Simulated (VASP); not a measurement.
Crystal: Hf4C.

```
Hf C
1.0
     1.60000    0.92376   10.00000
    -1.60000    0.92376   10.00000
     0.00000   -1.84752   10.00000
Hf C
4 1
Direct
  0.62500 0.62500 0.62500
  0.37500 0.37500 0.37500
  0.12500 0.12500 0.12500
  0.87500 0.87500 0.87500
  0.00000 0.00000 0.00000
```

* Program: VASP 6.6.1
* Task: relaxation of cell and atoms
* Functional: PBE
* Potentials or basis: VASP PAW PBE potentials, release 64 (Hf_pv, C)
* Cutoff: 600 eV
* k mesh: 6 × 6 × 6
* Occupations: gaussian, width 0.2 eV
* Spin: no spin polarisation

At the start: pressure 10.1 GPa; volume 17.74 Å³/atom.

Task: How do energy, volume and symmetry change on relaxing?

Result: Over 8 steps the energy falls by 58.6 meV/atom and the volume is 19.14 Å³/atom (+7.9 %); space group R-3m (No. 166, to 0.1 Å) before and after.

Step by step:
```tsv
step	energy change (eV)	largest force (eV/Å)	pressure (GPa)	volume (Å³)
1	0.0000	0.9717	10.11	88.68
2	0.0983	1.3472	-11.35	103.81
3	-0.2257	0.6974	-1.14	95.25
4	-0.2259	0.6833	-0.91	95.09
5	-0.2856	0.2860	-0.09	95.13
6	-0.2910	0.1471	0.32	95.14
7	-0.2910	0.1378	0.35	95.14
8	-0.2932	0.0378	-0.46	95.70
```

Final structure:
```
Hf C
1.0
     1.62554    0.93850   10.45467
    -1.62554    0.93850   10.45467
     0.00000   -1.87701   10.45467
Hf C
4 1
Direct
  0.62633 0.62633 0.62633
  0.37367 0.37367 0.37367
  0.12745 0.12745 0.12745
  0.87255 0.87255 0.87255
  0.00000 0.00000 0.00000
```

Caveat: the k points lie up to 0.37 Å⁻¹ apart in the final cell, too coarse for converged energies and pressures of a metal; the relaxation stopped at a loose force limit of 0.08 eV/Å, so its end isn't a converged minimum.
